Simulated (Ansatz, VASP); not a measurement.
## CO2: VASP beside Ansatz

```
C O
1.0
     3.51610    0.00000    0.00000
     0.00000    3.51610    0.00000
     0.00000    0.00000    4.10430
C O
2 4
Direct
  0.00000 0.00000 0.00000
  0.50000 0.50000 0.50000
  0.23000 0.23000 0.00000
  0.27000 0.73000 0.50000
  0.77000 0.77000 0.00000
  0.73000 0.27000 0.50000
```

Alike in both runs: task single point; functional r2SCAN; k mesh 5 × 5 × 4; no spin polarisation.

```csv
,VASP,Ansatz
version,VASP 6.6.1,Ansatz 0.2.0
potentials or method,"VASP PAW PBE potentials, release 64 (C, O)","plane waves, PAW"
plane-wave cutoff (eV),660,500
occupations,"gaussian, width 0.01 eV",fixed
valence electrons in the cell,32,32
```

```csv
,VASP,Ansatz,Ansatz less VASP
rms of the force components (eV/Å),0.780,0.389,-0.3905
```

VASP's potentials were made for PBE, not for r2SCAN. Atom by atom the forces differ by 0.390 eV/Å (rms over components). Ansatz's warnings: force scf threshold loose, stress scf threshold loose.

Noted on VASP's run: the standard files for N, O and F lose accuracy on very short bonds.
